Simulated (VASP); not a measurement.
Input of a VASP 6.6.1 run:

File POSCAR:

```
GaN
1.0
    0.0000000000      2.2489526240      2.2489526240
    2.2296116314      0.0000000000      2.2489526240
    2.2296116314      2.2489526240      0.0000000000
Ga N
1 1
Direct
    0.0000000000      0.0000000000      0.0000000000
    0.7500000000      0.7500000000      0.7500000000
```

File INCAR.step1:

```
ALGO = Normal ; EDIFF = 1E-8
ENCUT = 500 ; GGA = PE
ISMEAR = 0 ; LASPH = True
LCHARG = False ; LREAL = False
LWAVE = True ; NELM = 80
PREC = Accurate ; SIGMA = 0.01
```

Contents of INCAR.step2:

```
ALGO = Exact ; EDIFF = 1E-8
ENCUT = 500 ; GGA = PE
ISMEAR = 0 ; ISTART = 1
LASPH = True ; LCHARG = False
LOPTICS = True ; LREAL = False
LWAVE = True ; NBANDS = 103
NELM = 1 ; PREC = Accurate
SIGMA = 0.01
```

The input INCAR.step3:

```
ALGO = EVGW0 ; EDIFF = 1E-8
ENCUT = 500 ; ENCUTGW = 150.0
GGA = PE ; ISMEAR = 0
ISTART = 1 ; LASPH = True
LCHARG = False ; LREAL = False
LWAVE = False ; NBANDS = 103
NBANDSGW = 17 ; NELMGW = 1
NOMEGA = 96 ; OMEGAMAX = 20
PREC = Accurate ; PRECFOCK = Fast
SIGMA = 0.01
```

KPOINTS

```
k-points
0
Gamma
  6 6 6
```

Potentials or basis: VASP PAW PBE potentials, release 64 (Ga_d_GW, N_GW).

Command:

```bash
$ cat potpaw_PBE.64/Ga_d_GW/POTCAR potpaw_PBE.64/N_GW/POTCAR > POTCAR
$ cp INCAR.step1 INCAR
$ mpirun -np 1 vasp_std > vasp.out
$ cp INCAR.step2 INCAR
$ mpirun -np 1 vasp_std > vasp.out
$ cp INCAR.step3 INCAR
$ mpirun -np 1 vasp_std > vasp.out
```

(1) Estimate the quasiparticle gap.

(2) What does it give for the least direct quasiparticle gap?

(3) Predict the least direct gap of the starting levels on the mesh.

## Answers

(1) 2.94 eV.

(2) 2.94 eV.

(3) 1.79 eV.

Caveat: the k points lie up to 0.40 Å⁻¹ apart; bands, screening cutoff and mesh are small and nothing is extrapolated, so the quasiparticle values aren't converged.
